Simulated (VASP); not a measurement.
Input of a VASP 6.6.1 run:

Contents of INCAR:

```
SYSTEM = WSe2
ALGO = Normal ; EDIFF = 1E-8
ENCUT = 520 ; GGA = PS
ISIF = 2 ; ISMEAR = -1
LASPH = .TRUE. ; LCHARG = .FALSE.
LEFG = .TRUE. ; LREAL = .FALSE.
LWAVE = .FALSE. ; NBANDS = 35
NELM = 60 ; PREC = Accurate
SIGMA = 0.08
```

The input KPOINTS:

```
k-points
0
G
  11 11 3
  0 0 0
```

The input POSCAR:

```
WSe2
1.0
    3.3886984040      0.0000000000      0.0000000000
   -1.6943492020      2.9346989036      0.0000000000
    0.0000000000      0.0000000000     12.9700000000
W Se
2 4
Direct
    0.3333333333      0.6666666667      0.2500000000
    0.6666666667      0.3333333333      0.7500000000
    0.3333333333      0.6666666667      0.6210000000
    0.6666666667      0.3333333333      0.1210000000
    0.3333333333      0.6666666667      0.8790000000
    0.6666666667      0.3333333333      0.3790000000
```

Potentials or basis: VASP PAW PBE potentials, release 64 (W_sv, Se).

Command:

```sh
$ cat potpaw_PBE.64/W_sv/POTCAR potpaw_PBE.64/Se/POTCAR > POTCAR
$ mpirun -np 1 vasp_std > vasp.out
```

(1) Estimate the pressure.

(2) What does it give for the largest force?

(3) What does it give for the band gap on the k mesh?

## Answers

(1) -7.7 GPa.

(2) 0.652 eV/Å.

(3) 0.90 eV, indirect (least direct gap 1.46 eV).

Caveat: the cell differs from its parent crystal (equal xx and yy strain of +3 %); without QUAD_EFG the Cq values of the log hold for a quadrupole moment of 1 mb, not for the nuclei; the PAW data sets were made with another functional, which shifts forces and pressure a little; spin-orbit coupling is left out, which moves the levels of the heavy elements; this functional lacks dispersion, which binds the layers, so the pressure and a relaxed spacing across them are unreliable.
